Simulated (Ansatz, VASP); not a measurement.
**Two plane-wave programs on PbS**

```
Pb S
1.0
    -0.08038    3.30098    3.30098
     3.30098   -0.08038    3.30098
     3.22060    3.22060    0.00000
Pb S
1 1
Direct
  0.99584 0.99584 0.00416
  0.25416 0.25416 0.24584
```

Change from the starting cell: shear_xy strain -4.9%.

Alike in both runs: task single point; functional HSE06; k mesh 4 × 4 × 4; no spin polarisation.

```csv
,VASP,Ansatz
version,VASP 6.6.1,Ansatz 0.2.0
potentials or method,"VASP PAW PBE potentials, release 64 (Pb_d, S)","plane waves, PAW"
plane-wave cutoff (eV),520,420
occupations,"gaussian, width 0.01 eV",fixed
valence electrons in the cell,20,20
```

Ansatz gave:

| Property | Result |
| --- | --- |
| gap on the k mesh at the Fermi level (eV) | 1.30 |
| pressure (GPa) | 0.0 |
| traceless stress, the component that is largest in VASP (GPa) | -0.31 |
| rms of the force components (eV/Å) | 0.013 |

Task: Which values does VASP return?

Result: gap on the k mesh at the Fermi level (eV): 1.30; pressure (GPa): 0.0; traceless stress, the component that is largest in VASP (GPa): -0.30; rms of the force components (eV/Å): 0.013.

Atom by atom the forces differ by 0.000 eV/Å (rms over components). Ansatz's warnings: stress exchange threshold loose, stress scf threshold loose.

Neither program's run includes spin-orbit coupling.
